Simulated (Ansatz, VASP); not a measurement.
# AlSiN in VASP and in Ansatz

Contents of INCAR:

```
SYSTEM = AlSiN
  ALGO = Normal
  EDIFF = 1E-6
  ENCUT = 600
  GGA = PE
  GGA_COMPAT = .False.
  ISIF = 2
  ISMEAR = 0
  LASPH = .True.
  LCHARG = .False.
  LREAL = .False.
  LWAVE = .False.
  NBANDS = 21
  NELM = 120
  PREC = Accurate
  SIGMA = 0.1
```

KPOINTS

```
k-points
0
Gamma
  6 6 4
  0 0 0
```

The input POSCAR:

```
AlSiN
1.0
    3.2411889400      0.0000000000      0.0000000000
    0.0000000000      3.2411889400      0.0000000000
    0.0000000000      0.0000000000      7.4126625400
Al Si N
2 2 2
Direct
    0.0000000000      0.5000000000      0.8751037100
    0.5000000000      0.0000000000      0.1248962900
    0.5000000000      0.0000000000      0.6731803400
    0.0000000000      0.5000000000      0.3268196600
    0.0000000000      0.0000000000      0.0000000000
    0.5000000000      0.5000000000      0.0000000000
```

Input for Ansatz:

```yaml
crystal:
  lattice:
    - [3.24118894, 0.0, 0.0]
    - [0.0, 3.24118894, 0.0]
    - [0.0, 0.0, 7.41266254]
  atoms:
    - { symbol: Al, position: [0.0, 0.5, 0.87510371] }
    - { symbol: Al, position: [0.5, 0.0, 0.12489629] }
    - { symbol: Si, position: [0.5, 0.0, 0.67318034] }
    - { symbol: Si, position: [0.0, 0.5, 0.32681966] }
    - { symbol: "N", position: [0.0, 0.0, 0.0] }
    - { symbol: "N", position: [0.5, 0.5, 0.0] }
basis:
  ecutwfc: 420
kpoints:
  mp_grid: { grid: [6, 6, 4] }
hamiltonian:
  xc: pbe
scf:
  occupations: { method: gaussian, width: 0.1 }
  lower_state_search: "off"
output:
  forces: true
  stress: true
  eigenvalues: true
```

Change from the starting cell: species swapped into the PrIO type (P4/nmm, No. 129).

Alike in both runs: task single point; functional PBE; k mesh 6 × 6 × 4; occupations gaussian, width 0.1 eV; no spin polarisation.

|  | VASP | Ansatz |
| --- | --- | --- |
| version | VASP 6.6.1 | Ansatz 0.2.0 |
| potentials or method | VASP PAW PBE potentials, release 64 (Al, Si, N), cutoff 600 eV | scalar-relativistic, plane waves, PAW |
| valence electrons in the cell | 24 | 24 |

```tsv
	VASP	Ansatz	Ansatz less VASP
gap on the k mesh at the Fermi level (eV)	none	none	-
pressure (GPa)	20.7	20.8	+0.06
traceless stress, the component that is largest in VASP (GPa)	-7.89	-7.93	-0.045
rms of the force components (eV/Å)	0.853	0.852	-0.0013
```

Atom by atom the forces differ by 0.006 eV/Å (rms over components). A gap of «none» marks a metal or a gap that the smearing closes.
